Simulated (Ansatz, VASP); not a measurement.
# Ag in VASP and in Ansatz

INCAR

```
PREC = Accurate
ENCUT = 520
EDIFF = 1E-6
ISMEAR = 0
SIGMA = 0.1
LREAL = False
LASPH = True
NELM = 60
ALGO = Normal
ISIF = 2
LWAVE = False
LCHARG = False
LDIPOL = True
IDIPOL = 3
DIPOL = 0.5 0.5 0.500
GGA = PS
NBANDS = 42
```

The input KPOINTS:

```
Automatic mesh
0
Gamma
  12 12 1
```

The input POSCAR:

```
Ag
1.0
    2.8669017010      0.0000000000      0.0000000000
   -1.4334508505      2.4828097032      0.0000000000
    0.0000000000      0.0000000000     26.7040771835
Ag
6
Direct
    0.6666666667      0.3333333333      0.2808559887
    0.3333333333      0.6666666667      0.3685135932
    0.0000000000      0.0000000000      0.4561711977
    0.6666666667      0.3333333333      0.5438288023
    0.3333333333      0.6666666667      0.6314864068
    0.0000000000      0.0000000000      0.7191440113
```

Input for Ansatz:

```yaml
crystal:
  lattice:
    - [2.866901701, 0.0, 0.0]
    - [-1.4334508505, 2.4828097032, 0.0]
    - [0.0, 0.0, 26.7040771835]
  atoms:
    - { symbol: Ag, position: [0.6666666667, 0.3333333333, 0.2808559887] }
    - { symbol: Ag, position: [0.3333333333, 0.6666666667, 0.3685135932] }
    - { symbol: Ag, position: [0.0, 0.0, 0.4561711977] }
    - { symbol: Ag, position: [0.6666666667, 0.3333333333, 0.5438288023] }
    - { symbol: Ag, position: [0.3333333333, 0.6666666667, 0.6314864068] }
    - { symbol: Ag, position: [0.0, 0.0, 0.7191440113] }
basis:
  ecutwfc: 420
kpoints:
  mp_grid: { grid: [12, 12, 1] }
hamiltonian:
  xc: pbesol
scf:
  occupations: { method: gaussian, width: 0.1 }
output:
  forces: true
  stress: true
  eigenvalues: true
efield:
  axis: 3
  dipole_correction: true
```

Alike in both runs: task single point; functional PBEsol; k mesh 12 × 12 × 1; occupations gaussian, width 0.1 eV; no spin polarisation.

|  | VASP | Ansatz |
| --- | --- | --- |
| version | VASP 6.6.1 | Ansatz 0.2.0 |
| potentials or method | VASP PAW PBE potentials, release 64 (Ag), cutoff 520 eV | scalar-relativistic, plane waves, PAW |
| valence electrons in the cell | 66 | 114 |

```tsv
	VASP	Ansatz	Ansatz less VASP
gap on the k mesh at the Fermi level (eV)	none	none	-
rms of the force components (eV/Å)	0.030	0.027	-0.0025
```

VASP's potentials were made for PBE, not for PBEsol. Atom by atom the forces differ by 0.003 eV/Å (rms over components). A gap of «none» marks a metal or a gap that the smearing closes. VASP's potentials hold 66 valence electrons a cell and Ansatz's 114, so a difference there can come from the potentials and not from the codes.
